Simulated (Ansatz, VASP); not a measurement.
# One calculation of Al2O3, two programs

```
CELL_PARAMETERS angstrom
2.37936 1.37372 4.24496
-2.37936 1.37372 4.24496
0.00000 -2.74745 4.24496
ATOMIC_POSITIONS crystal
Al 0.85254 0.85254 0.85254
Al 0.35254 0.35254 0.35254
Al 0.14746 0.14746 0.14746
Al 0.64746 0.64746 0.64746
O 0.44398 0.05602 0.75000
O 0.05602 0.75000 0.44398
O 0.55602 0.94398 0.25000
O 0.25000 0.55602 0.94398
O 0.94398 0.25000 0.55602
O 0.75000 0.44398 0.05602
```

Change from the starting cell: uniaxial_z strain -2.0%.

Alike in both runs: task single point; functional r2SCAN; k mesh 6 × 6 × 6; no spin polarisation.

|  | VASP | Ansatz |
| --- | --- | --- |
| version | VASP 6.6.1 | Ansatz 0.2.0 |
| potentials or method | VASP PAW PBE potentials, release 64 (Al, O) | plane waves, PAW |
| plane-wave cutoff (eV) | 520 | 500 |
| occupations | gaussian, width 0.01 eV | fixed |
| valence electrons in the cell | 48 | 48 |

Ansatz gave:

| Item | Value |
| --- | --- |
| gap on the k mesh at the Fermi level (eV) | 7.21 |
| pressure (GPa) | 5.2 |
| traceless stress, the component that is largest in VASP (GPa) | 5.20 |
| rms of the force components (eV/Å) | 0.000 |

**Question.** Which values does VASP return?

**Answer.** gap on the k mesh at the Fermi level (eV): 7.23; pressure (GPa): 4.8; traceless stress, the component that is largest in VASP (GPa): 5.16; rms of the force components (eV/Å): 0.009.

VASP's potentials were made for PBE, not for r2SCAN. Atom by atom the forces differ by 0.009 eV/Å (rms over components).
